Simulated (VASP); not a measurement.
## PbS (NiAs type): single point with PBE

PbS (NiAs type):

```
Pb S
1.0
     4.15364    0.00000    0.00000
    -2.07682    3.59716    0.00000
     0.00000    0.00000    7.35659
Pb S
2 2
Direct
  0.00000 0.00000 0.00000
  0.00000 0.00000 0.50000
  0.33333 0.66667 0.25000
  0.66667 0.33333 0.75000
```

```json
{"Program": "VASP 6.6.1", "Task": "single point", "Functional": "PBE", "Potentials or basis": "VASP PAW PBE potentials, release 64 (Pb_d, S)", "Cutoff": "520 eV", "k mesh": "9 × 9 × 5", "Occupations": "fermi-dirac, width 0.1 eV", "Spin": "no spin polarisation"}
```

The pressure is -0.1 GPa.

Levels at points of the mesh, in eV from the Fermi level:
| k point | band 16 | band 17 | band 18 | band 19 | band 20 | band 21 | band 22 | band 23 | band 24 | band 25 |
| --- | --- | --- | --- | --- | --- | --- | --- | --- | --- | --- |
| (0.00, 0.00, 0.00) | -2.11 | -2.11 | -1.69 | -1.69 | 0.05 | 0.06 | 3.07 | 3.07 | 3.45 | 3.45 |

It took 94 s on 1 thread of Intel(R) Xeon(R) 6975P-C (Granite Rapids) (shared host), peak memory 0.27 GiB.

Caveat: spin-orbit coupling is left out, which moves the levels of the heavy elements.
